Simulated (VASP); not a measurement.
# TePb in VASP: notebook

The runs below take TePb through single point, with PBE.

Everything below comes from runs of VASP 6.6.1. Logs are shortened: lines on timing, memory, paths and dates and some standing lists are left out, and cuts for length are marked.

## 1. The cell of the first run

The cell holds a slab with vacuum, 8 atoms: a = 4.644 Å, b = 4.644 Å, c = 25.851 Å, α = 90.00°, β = 90.00°, γ = 90.00°.

## 2. Single point, PBE

Contents of INCAR:

```
PREC = Accurate
ENCUT = 520
EDIFF = 1E-6
ISMEAR = -1
SIGMA = 0.02
LREAL = False
LASPH = True
NELM = 60
ALGO = Normal
ISIF = 2
LWAVE = False
LCHARG = False
LDIPOL = True
IDIPOL = 3
DIPOL = 0.5 0.5 0.500
GGA = PE
NBANDS = 50
```

Contents of KPOINTS:

```
Automatic mesh
0
Gamma
  6 6 1
```

Contents of POSCAR:

```
TePb
1.0
    4.6436706446      0.0000000000      0.0000000000
    0.0000000000      4.6436706446      0.0000000000
    0.0000000000      0.0000000000     25.8507000000
Pb Te
4 4
Direct
    0.0000000000      0.0000000000      0.3175913338
    0.5000000000      0.5000000000      0.4270790898
    0.0000000000      0.0000000000      0.5729215661
    0.5000000000      0.5000000000      0.6824085156
    0.5000000000      0.5000000000      0.3069162122
    0.0000000000      0.0000000000      0.4363254669
    0.5000000000      0.5000000000      0.5636721334
    0.0000000000      0.0000000000      0.6930856807
```

Potentials or basis: VASP PAW PBE potentials, release 64 (Pb_d, Te).

Launch:

```sh
$ cat potpaw_PBE.64/Pb_d/POTCAR potpaw_PBE.64/Te/POTCAR > POTCAR
$ mpirun -np 1 vasp_std > vasp.out
```

OUTCAR:

```text
PREC = Accurate
   ENCUT = 520
   EDIFF = 1E-6
   ISMEAR = -1
   LREAL = False
   LASPH = True
   NELM = 60
   ISIF = 2
   GGA = PE

 ion  position               nearest neighbor table
   1  0.000  0.000  0.318-   6 3.07   5 3.30   5 3.30   5 3.30   5 3.30
   2  0.500  0.500  0.427-   5 3.11   6 3.29   6 3.29   6 3.29   6 3.29   7 3.53
   3  0.000  0.000  0.573-   8 3.11   7 3.29   7 3.29   7 3.29   7 3.29   6 3.53
   4  0.500  0.500  0.682-   7 3.07   8 3.30   8 3.30   8 3.30   8 3.30
   5  0.500  0.500  0.307-   2 3.11   1 3.30   1 3.30   1 3.30   1 3.30
   6  0.000  0.000  0.436-   1 3.07   2 3.29   2 3.29   2 3.29   2 3.29   3 3.53
   7  0.500  0.500  0.564-   4 3.07   3 3.29   3 3.29   3 3.29   3 3.29   2 3.53
   8  0.000  0.000  0.693-   3 3.11   4 3.30   4 3.30   4 3.30   4 3.30

  LATTYP: Found a simple tetragonal cell.
 ALAT       =     4.6436706446
 C/A-ratio  =     5.5668676740

  Lattice vectors:

 A1 = (   4.6436706446,   0.0000000000,   0.0000000000)
 A2 = (   0.0000000000,   4.6436706446,   0.0000000000)
 A3 = (   0.0000000000,   0.0000000000,  25.8507000000)

Analysis of symmetry for initial positions (statically):
=====================================================================
 Subroutine PRICEL returns:
 Original cell was already a primitive cell.

 Routine SETGRP: Setting up the symmetry group for a
 simple tetragonal supercell.

 Subroutine GETGRP returns: Found 16 space group operations
 (whereof  8 operations were pure point group operations)
 out of a pool of 16 trial point group operations.

The static configuration has the point symmetry C_4v.
 The point group associated with its full space group is D_4h.

Analysis of symmetry for dynamics (positions and initial velocities):
=====================================================================
 Subroutine PRICEL returns:
 Original cell was already a primitive cell.

 Routine SETGRP: Setting up the symmetry group for a
 simple tetragonal supercell.

 Subroutine GETGRP returns: Found 16 space group operations
 (whereof  8 operations were pure point group operations)
 out of a pool of 16 trial point group operations.

The dynamic configuration has the point symmetry C_4v.
 The point group associated with its full space group is D_4h.

 Subroutine INISYM returns: Found 16 space group operations
 (whereof  8 operations are pure point group operations),
 and found     1 'primitive' translations

----------------------------------------------------------------------------------------

                                     Primitive cell

  volume of cell :     557.4361

  direct lattice vectors                    reciprocal lattice vectors
     4.643670645  0.000000000  0.000000000     0.215346883  0.000000000  0.000000000
     0.000000000  4.643670645  0.000000000     0.000000000  0.215346883  0.000000000
     0.000000000  0.000000000 25.850700000     0.000000000  0.000000000  0.038683672

  length of vectors
     4.643670645  4.643670645 25.850700000     0.215346883  0.215346883  0.038683672

  position of ions in fractional coordinates (direct lattice)
     0.000000000  0.000000000  0.317591334
     0.500000000  0.500000000  0.427079090
     0.000000000  0.000000000  0.572921566
     0.500000000  0.500000000  0.682408516
     0.500000000  0.500000000  0.306916212
     0.000000000  0.000000000  0.436325467
     0.500000000  0.500000000  0.563672133
     0.000000000  0.000000000  0.693085681

  ion indices of the primitive-cell ions
   primitive index   ion index
                 1           1
                 2           2
                 3           3
                 4           4
                 5           5
                 6           6
                 7           7
                 8           8

----------------------------------------------------------------------------------------

 KPOINTS: Automatic mesh

Automatic generation of k-mesh.
 Grid dimensions read from file:
 generate k-points for:    6    6    1

 Generating k-lattice:

  Cartesian coordinates                     Fractional coordinates (reciprocal lattice)
     0.035891147  0.000000000  0.000000000     0.166666667  0.000000000  0.000000000
     0.000000000  0.035891147  0.000000000     0.000000000  0.166666667  0.000000000
     0.000000000  0.000000000  0.038683672     0.000000000  0.000000000  1.000000000

  Length of vectors
     0.035891147  0.035891147  0.038683672

  Shift w.r.t. Gamma in fractional coordinates (k-lattice)
     0.000000000  0.000000000  0.000000000

 Subroutine IBZKPT returns following result:
 ===========================================

 Found     10 irreducible k-points:

 Following reciprocal coordinates:
            Coordinates               Weight
  0.000000  0.000000  0.000000      1.000000
  0.166667  0.000000  0.000000      4.000000
  0.333333  0.000000  0.000000      4.000000
  0.500000  0.000000  0.000000      2.000000
  0.166667  0.166667  0.000000      4.000000
  0.333333  0.166667  0.000000      8.000000
  0.500000  0.166667  0.000000      4.000000
  0.333333  0.333333  0.000000      4.000000
  0.500000  0.333333  0.000000      4.000000
  0.500000  0.500000  0.000000      1.000000
   k-points           NKPTS =     10   k-points in BZ     NKDIM =     10   number of bands    NBANDS=     50
   number of dos      NEDOS =    301   number of ions     NIONS =      8
   total plane-waves  NPLWV = 248832
   dimension x,y,z NGX =    36 NGY =   36 NGZ =  192
   dimension x,y,z NGXF=    72 NGYF=   72 NGZF=  384
   ions per type =               4   4
   NGX,Y,Z   is equivalent  to a cutoff of  12.89, 12.89, 12.35 a.u.
   NGXF,Y,Z  is equivalent  to a cutoff of  25.78, 25.78, 24.70 a.u.
 SYSTEM =  unknown system
   PREC   = accura    normal or accurate (medium, high low for compatibility)
   ISTART =      0    job   : 0-new  1-cont  2-samecut
   ICHARG =      2    charge: 1-file 2-atom 10-const
   ISPIN  =      1    spin polarized calculation?
   LNONCOLLINEAR =      F non collinear calculations
   LSORBIT =      F    spin-orbit coupling
   LASPH  =      T    aspherical Exc in radial PAW
   ENCUT  =  520.0 eV  38.22 Ry    6.18 a.u.   8.63  8.63 48.07*2*pi/ulx,y,z
   NELM   =     60;   NELMIN=  2; NELMDL= -5     # of ELM steps
   EDIFF  = 0.1E-05   stopping-criterion for ELM
   LREAL  =      F    real-space projection
   EDIFFG = 0.1E-04   stopping-criterion for IOM
   NSW    =      0    number of steps for IOM
   IBRION =     -1    ionic relax: 0-MD 1-quasi-New 2-CG
   NFREE  =      0    steps in history (QN), initial steepest desc. (CG)
   ISIF   =      2    stress and relaxation
   ISYM   =      2    0-nonsym 1-usesym 2-fastsym
   POTIM  = 0.5000    time-step for ionic-motion
   TEBEG  =    0.0;   TEEND  =   0.0 temperature during run
   PSTRESS=    0.0 pullay stress
   NELECT =      80.0000    total number of electrons
   NUPDOWN=      -1.0000    fix difference up-down
   EMIN   =  10.00;   EMAX   =-10.00  energy-range for DOS
   EFERMI =   0.00;   METHOD = LEGACY
   ISMEAR =    -1;   SIGMA  =   0.02  broadening in eV -4-tet -1-fermi 0-gaus
   EFERMI_NEDOS =   21; number of points for ismear=-14 and -15
   IALGO  =     38    algorithm
   IMIX   =      4    mixing-type and parameters
     AMIX     =   0.40;   BMIX     =  1.00
     AMIX_MAG =   1.60;   BMIX_MAG =  1.00
  volume/ion in A,a.u.               =      69.68       470.22
  Fermi-wavevector in a.u.,A,eV,Ry     =   0.857116  1.619715  9.995499  0.734648
  Thomas-Fermi vector in A             =   1.974121
   LORBIT       =      0    0 simple, 1 ext, 2 COOP (PROOUT), +10 PAW based schemes
   GGA     = PE    functional components
   LHFCALC =     F    Hartree Fock is set to
   AEXX    =    0.0000 exact exchange contribution
   IVDW    =     0    specifies the selected vdW correction
   LEPSILON=     F    determine dielectric tensor
   LRPA    =     F    only Hartree local field effects (RPA)
 non-spin polarized calculation
  energy-cutoff  :      520.00
  volume of cell :      557.44
 maximum number of plane-waves:     15097
 NGX is ok and might be reduce to    36
   NGX = 17   NGY = 17   NGZ = 97

 dipolmoment           0.000000      0.000000      0.000000 electrons x Angstroem

 number of electron      79.9999989 magnetization

 dipolmoment           0.000000      0.000000     -0.000015 electrons x Angstroem

 Free energy of the ion-electron system (eV)
  ---------------------------------------------------
  ext. energy  EPLUGINS =         0.00000000
  ---------------------------------------------------
  free energy    TOTEN  =       -29.71258334 eV

  energy without entropy =      -29.71258334  energy(sigma->0) =      -29.71258334

 E-fermi :   0.5438     XC(G=0):  -5.0498

 val. band max:        0.0975490228   @ k =   0.5000   0.0000   0.0000
 cond. band min:       1.4331301020   @ k =   0.5000   0.0000   0.0000
 fundamental gap:      1.3355810792
 Fermi energy:         0.5438227049

 k-point     1 :       0.0000    0.0000    0.0000
  band No.  band energies     occupation
      1     -16.4586      2.00000
      2     -16.4561      2.00000
      3     -16.4020      2.00000
      4     -16.4020      2.00000
      5     -16.4004      2.00000
      6     -16.4004      2.00000
[... 42 lines left out ...]
     49       4.5235      0.00000
     50       4.5235      0.00000

 k-point     2 :       0.1667    0.0000    0.0000
  band No.  band energies     occupation
      1     -16.4543      2.00000
      2     -16.4521      2.00000
      3     -16.4029      2.00000
      4     -16.4027      2.00000
      5     -16.4013      2.00000
      6     -16.4011      2.00000
[... 42 lines left out ...]
     49       4.1053      0.00000
     50       4.1193      0.00000

 k-point     3 :       0.3333    0.0000    0.0000
  band No.  band energies     occupation
      1     -16.4459      2.00000
      2     -16.4441      2.00000
      3     -16.4048      2.00000
      4     -16.4047      2.00000
      5     -16.4032      2.00000
      6     -16.4031      2.00000
[... 42 lines left out ...]
     49       2.8673      0.00000
     50       3.0580      0.00000

 k-point     4 :       0.5000    0.0000    0.0000
  band No.  band energies     occupation
      1     -16.4419      2.00000
      2     -16.4402      2.00000
      3     -16.4061      2.00000
      4     -16.4056      2.00000
      5     -16.4045      2.00000
      6     -16.4039      2.00000
[... 42 lines left out ...]
     49       2.2457      0.00000
     50       2.2461      0.00000

 k-point     5 :       0.1667    0.1667    0.0000
  band No.  band energies     occupation
      1     -16.4511      2.00000
      2     -16.4490      2.00000
      3     -16.4040      2.00000
      4     -16.4035      2.00000
      5     -16.4023      2.00000
      6     -16.4019      2.00000
[... 42 lines left out ...]
     49       4.4650      0.00000
     50       4.6210      0.00000

 k-point     6 :       0.3333    0.1667    0.0000
  band No.  band energies     occupation
      1     -16.4451      2.00000
      2     -16.4432      2.00000
      3     -16.4073      2.00000
      4     -16.4057      2.00000
      5     -16.4052      2.00000
      6     -16.4037      2.00000
[... 42 lines left out ...]
     49       4.0021      0.00000
     50       4.3231      0.00000

 k-point     7 :       0.5000    0.1667    0.0000
  band No.  band energies     occupation
      1     -16.4423      2.00000
      2     -16.4406      2.00000
      3     -16.4097      2.00000
      4     -16.4082      2.00000
      5     -16.4071      2.00000
      6     -16.4056      2.00000
[... 42 lines left out ...]
     49       3.5562      0.00000
     50       3.5570      0.00000

 k-point     8 :       0.3333    0.3333    0.0000
  band No.  band energies     occupation
      1     -16.4446      2.00000
      2     -16.4428      2.00000
      3     -16.4175      2.00000
      4     -16.4157      2.00000
      5     -16.4071      2.00000
      6     -16.4062      2.00000
[... 42 lines left out ...]
     49       4.5349      0.00000
     50       4.6449      0.00000

 k-point     9 :       0.5000    0.3333    0.0000
  band No.  band energies     occupation
      1     -16.4451      2.00000
      2     -16.4434      2.00000
      3     -16.4228      2.00000
      4     -16.4212      2.00000
      5     -16.4077      2.00000
      6     -16.4068      2.00000
[... 42 lines left out ...]
     49       4.7759      0.00000
     50       4.8064      0.00000

 k-point    10 :       0.5000    0.5000    0.0000
  band No.  band energies     occupation
      1     -16.4474      2.00000
      2     -16.4458      2.00000
      3     -16.4290      2.00000
      4     -16.4274      2.00000
      5     -16.4075      2.00000
      6     -16.4075      2.00000
[... 42 lines left out ...]
     49       5.6846      0.00000
     50       5.6879      0.00000

------------------------ aborting loop because EDIFF is reached ----------------------------------------

 vacuum level on the upper side and lower side of the slab       (xc-potential included)        -0.140        -0.139

  FORCE on cell =-STRESS in cart. coord.  units (eV):
  Direction    XX          YY          ZZ          XY          YZ          ZX
  --------------------------------------------------------------------------------------
  -------------------------------------------------------------------------------------
  Total       -0.2407166     -0.2407166     -0.0282522      0.0000000      0.0000000      0.0000000
  in kB       -0.6918653     -0.6918653     -0.0812023      0.0000000      0.0000000      0.0000000
  external PRESSURE =      -0.4883110 kB  Pullay stress =       0.0000000 kB

 VOLUME and BASIS-vectors are now :
 -----------------------------------------------------------------------------
  energy-cutoff  :      520.00
  volume of cell :      557.44
      direct lattice vectors                 reciprocal lattice vectors
     4.643670645  0.000000000  0.000000000     0.215346883  0.000000000  0.000000000
     0.000000000  4.643670645  0.000000000     0.000000000  0.215346883  0.000000000
     0.000000000  0.000000000 25.850700000     0.000000000  0.000000000  0.038683672

 POSITION                                       TOTAL-FORCE (eV/Angst)
 -----------------------------------------------------------------------------------
      0.00000      0.00000      8.20996        -0.000000     -0.000000     -0.004727
      2.32184      2.32184     11.04029         0.000000     -0.000000      0.006301
      0.00000      0.00000     14.81042        -0.000000     -0.000000     -0.006301
      2.32184      2.32184     17.64074        -0.000000      0.000000      0.004727
      2.32184      2.32184      7.93400        -0.000000     -0.000000     -0.003704
      0.00000      0.00000     11.27932        -0.000000      0.000000      0.005778
      2.32184      2.32184     14.57132        -0.000000     -0.000000     -0.005778
      0.00000      0.00000     17.91675        -0.000000      0.000000      0.003704
 -----------------------------------------------------------------------------------
    total drift:                                0.000000      0.000000     -0.009240

  FREE ENERGIE OF THE ION-ELECTRON SYSTEM (eV)
  ---------------------------------------------------
  free  energy   TOTEN  =       -29.7125833419 eV

  energy  without entropy=      -29.7125833419  energy(sigma->0) =      -29.71258334

 vacuum level on the upper side and lower side of the slab         4.825         4.825
```

Run time: 7.2 min. Hardware: 1 thread of Intel Xeon Platinum 8259CL at 2.50GHz (Skylake/Cascade Lake), shared host; peak memory 0.64 GiB.

Results:

```yaml
Free_energy: -29.7126 eV
Largest_force: 0.006 eV/Å
Band_gap_on_the_k_mesh: 1.34 eV
```

Forces in eV/Å, atoms in the order of the input:
```
Pb   0.000  0.000 -0.005
Pb   0.000  0.000  0.006
Pb   0.000  0.000 -0.006
Pb   0.000  0.000  0.005
Te   0.000  0.000 -0.004
Te   0.000  0.000  0.006
Te   0.000  0.000 -0.006
Te   0.000  0.000  0.004
```

Levels at points of the mesh, in eV from the valence-band top:
| k point | band 37 | band 38 | band 39 | band 40 | band 41 | band 42 | band 43 | band 44 |
| --- | --- | --- | --- | --- | --- | --- | --- | --- |
| (0.00, 0.00, 0.00) | -1.07 | -1.07 | -0.63 | -0.51 | 2.08 | 2.70 | 3.78 | 3.84 |
| (0.50, 0.00, 0.00) | -0.27 | -0.27 | 0.00 | 0.00 | 1.34 | 1.34 | 1.68 | 1.68 |
| (0.50, 0.50, 0.00) | -1.83 | -1.83 | -0.75 | -0.75 | 2.58 | 2.58 | 3.78 | 3.78 |

Caveat: spin-orbit coupling is left out, which moves the levels of the heavy elements.

## 3. Single point, PBE

Contents of INCAR:

```
SYSTEM = TePb
PREC = Accurate
ENCUT = 520
EDIFF = 1E-7
ISMEAR = -1
SIGMA = 0.02
LREAL = .False.
LASPH = .True.
NELM = 60
ALGO = Normal
ISIF = 2
LWAVE = .False.
LCHARG = .False.
GGA = PE
NBANDS = 50
```

Contents of KPOINTS:

```
regular mesh
0
Gamma
  6 6 1
  0 0 0
```

POSCAR is that of step 2.

Potentials or basis: VASP PAW PBE potentials, release 64 (Pb_d, Te).

Launch:

```sh
$ cat potpaw_PBE.64/Pb_d/POTCAR potpaw_PBE.64/Te/POTCAR > POTCAR
$ mpirun -np 1 vasp_std > vasp.out
```

Run time: 7.6 min. Hardware: 1 thread of Intel Xeon Platinum 8259CL at 2.50GHz (Skylake/Cascade Lake), shared host; peak memory 0.64 GiB.

It converged, with:

- Free energy: -29.7126 eV
- Largest force: 0.006 eV/Å
- Band gap on the k mesh: 1.34 eV

Forces in eV/Å, atoms in the order of the input:
```
Pb   0.000  0.000 -0.005
Pb   0.000  0.000  0.006
Pb   0.000  0.000 -0.006
Pb   0.000  0.000  0.005
Te   0.000  0.000 -0.004
Te   0.000  0.000  0.006
Te   0.000  0.000 -0.006
Te   0.000  0.000  0.004
```

Levels at points of the mesh, in eV from the valence-band top:
| k point | band 37 | band 38 | band 39 | band 40 | band 41 | band 42 | band 43 | band 44 |
| --- | --- | --- | --- | --- | --- | --- | --- | --- |
| (0.00, 0.00, 0.00) | -1.07 | -1.07 | -0.63 | -0.51 | 2.08 | 2.70 | 3.78 | 3.84 |
| (0.50, 0.00, 0.00) | -0.27 | -0.27 | 0.00 | 0.00 | 1.34 | 1.34 | 1.68 | 1.68 |
| (0.50, 0.50, 0.00) | -1.83 | -1.83 | -0.75 | -0.75 | 2.58 | 2.58 | 3.78 | 3.78 |

Caveat: there is no dipole correction, which matters where the two faces differ; spin-orbit coupling is left out, which moves the levels of the heavy elements.
